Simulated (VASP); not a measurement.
Set up this calculation in VASP 6.6.1, as the native input.

* Task: single point
* Functional: LDA
* Potentials or basis: VASP PAW LDA potentials, release 64 (Sc_sv, Al)
* Cutoff: 520 eV
* k mesh: 5 × 5 × 5
* Occupations: fermi-dirac, width 0.1 eV
* Spin: no spin polarisation
* Dipole correction: no
* Further INCAR settings: ALGO = Normal; EDIFF = 1e-06; NBANDS = 26

The structure of Sc3Al lies in POSCAR:

```
Sc3Al
1.0
    4.4319880000      0.0000000000      0.0000000000
    0.0000000000      4.4319880000      0.0000000000
    0.0000000000      0.0000000000      4.4319880000
Sc Al
3 1
Direct
    0.5000000000      0.0000000000      0.5000000000
    0.0000000000      0.5000000000      0.5000000000
    0.5000000000      0.5000000000      0.0000000000
    0.0000000000      0.0000000000      0.0000000000
```

These files were run (other wordings do the same):

INCAR

```
PREC = Accurate
ENCUT = 520
EDIFF = 1E-6
ISMEAR = -1
SIGMA = 0.1
LREAL = F
LASPH = T
NELM = 60
ALGO = Normal
ISIF = 2
LWAVE = F
LCHARG = T
LELF = T
LVHAR = T
NBANDS = 26
```

KPOINTS

```
regular mesh
0
Gamma
  5 5 5
```

Potentials or basis: VASP PAW LDA potentials, release 64 (Sc_sv, Al).

The run is started by

```bash
$ cat potpaw_LDA.64/Sc_sv/POTCAR potpaw_LDA.64/Al/POTCAR > POTCAR
$ mpirun -np 1 vasp_std > vasp.out
```

Results of the run:

The pressure is -4.8 GPa and the band gap on the k mesh is zero (band 18 reaches 4.67 eV, above the bottom of band 19 at 3.91 eV).

It took 55 s on 1 thread of Intel Xeon 8259CL, with other jobs on the host, peak memory 0.17 GiB.
